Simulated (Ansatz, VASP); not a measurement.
## Two plane-wave programs on PdPt3S8

File INCAR:

```
PREC     = Accurate       # precision mode
ENCUT    = 520            # plane-wave cutoff, eV
EDIFF    = 1E-7           # SCF threshold, eV
ISMEAR   = 0              # smearing method
SIGMA    = 0.02           # smearing width, eV
LREAL    = F              # projectors in reciprocal space
LASPH    = T              # aspherical terms in the spheres
NELM     = 100            # most SCF steps
ALGO     = Normal         # electronic algorithm
ISIF     = 2              # what is computed and relaxed
LWAVE    = F              # write WAVECAR
LCHARG   = F              # write CHGCAR
GGA      = PE             # functional
NBANDS   = 56             # bands
```

KPOINTS

```
regular mesh
0
Gamma
  6 6 4
```

File POSCAR:

```
PdPt3S8
1.0
    7.1443838201      0.0000000000      0.0000000000
   -3.5721919100      6.1872178826      0.0000000000
    0.0000000000      0.0000000000      6.4599378000
Pd Pt S
1 3 8
Direct
    0.0000000000      0.0000000000      0.0000000000
    0.0000000000      0.5000000000      0.0000000000
    0.5000000000      0.5000000000      0.0000000000
    0.5000000000      0.0000000000      0.0000000000
    0.3333333333      0.6666666667      0.8095100000
    0.3342440000      0.1671220000      0.8095150000
    0.8328780000      0.6657560000      0.8095150000
    0.8328780000      0.1671220000      0.8095150000
    0.1671220000      0.8328780000      0.1904850000
    0.1671220000      0.3342440000      0.1904850000
    0.6657560000      0.8328780000      0.1904850000
    0.6666666667      0.3333333333      0.1904900000
```

Input for Ansatz:

```yaml
crystal:
  lattice:
    - [7.1443838201, 0.0, 0.0]
    - [-3.57219191, 6.1872178826, 0.0]
    - [0.0, 0.0, 6.4599378]
  atoms:
    - { symbol: Pd, position: [0.0, 0.0, 0.0] }
    - { symbol: Pt, position: [0.0, 0.5, 0.0] }
    - { symbol: Pt, position: [0.5, 0.5, 0.0] }
    - { symbol: Pt, position: [0.5, 0.0, 0.0] }
    - { symbol: S, position: [0.3333333333, 0.6666666667, 0.80951] }
    - { symbol: S, position: [0.334244, 0.167122, 0.809515] }
    - { symbol: S, position: [0.832878, 0.665756, 0.809515] }
    - { symbol: S, position: [0.832878, 0.167122, 0.809515] }
    - { symbol: S, position: [0.167122, 0.832878, 0.190485] }
    - { symbol: S, position: [0.167122, 0.334244, 0.190485] }
    - { symbol: S, position: [0.665756, 0.832878, 0.190485] }
    - { symbol: S, position: [0.6666666667, 0.3333333333, 0.19049] }
basis:
  ecutwfc: 420
kpoints:
  mp_grid: { grid: [6, 6, 4] }
  band_path:
    path:
      - [[0.0, 0.0, 0.0], [0.5, 0.0, 0.0], [0.33333333, 0.33333333, 0.0], [0.0, 0.0, 0.0], [0.0, 0.0, 0.5], [0.5, 0.0, 0.5], [0.33333333, 0.33333333, 0.5], [0.0, 0.0, 0.5]]
      - [[0.5, 0.0, 0.5], [0.5, 0.0, 0.0]]
      - [[0.33333333, 0.33333333, 0.5], [0.33333333, 0.33333333, 0.0]]
    npoints: 10
hamiltonian:
  xc: pbe
scf:
  occupations: { method: gaussian, width: 0.02 }
  n_extra_bands: 30
output:
  forces: true
  stress: true
  eigenvalues: true
  populations: true
  dos: { projected: true, de: 0.02, nscf_kmesh: { grid: [9, 9, 6] } }
  bader: false
  write_density: true
  write_potential: true
  elf: true
  volumetric_format: npy
```

Alike in both runs: task single point; functional PBE; k mesh 6 × 6 × 4; occupations gaussian, width 0.02 eV; no spin polarisation.

```csv
,VASP,Ansatz
version,VASP 6.6.1,Ansatz 0.2.0
potentials or method,"VASP PAW PBE potentials, release 64 (Pd, Pt, S), cutoff 520 eV","scalar-relativistic, plane waves, PAW"
valence electrons in the cell,88,120
```

```tsv
	VASP	Ansatz	Ansatz less VASP
gap on the k mesh at the Fermi level (eV)	1.09	1.09	-0.001
least direct gap on the mesh (eV)	1.21	1.21	-0.001
pressure (GPa)	-0.3	0.0	+0.33
traceless stress, the component that is largest in VASP (GPa)	0.09	0.01	-0.083
rms of the force components (eV/Å)	0.017	0.000	-0.0165
```

Atom by atom the forces differ by 0.017 eV/Å (rms over components). With one functional, cell and mesh, what is left measures potentials, basis and numerics. VASP's potentials hold 88 valence electrons a cell and Ansatz's 120, so a difference there can come from the potentials and not from the codes.

Spin-orbit coupling is off throughout.
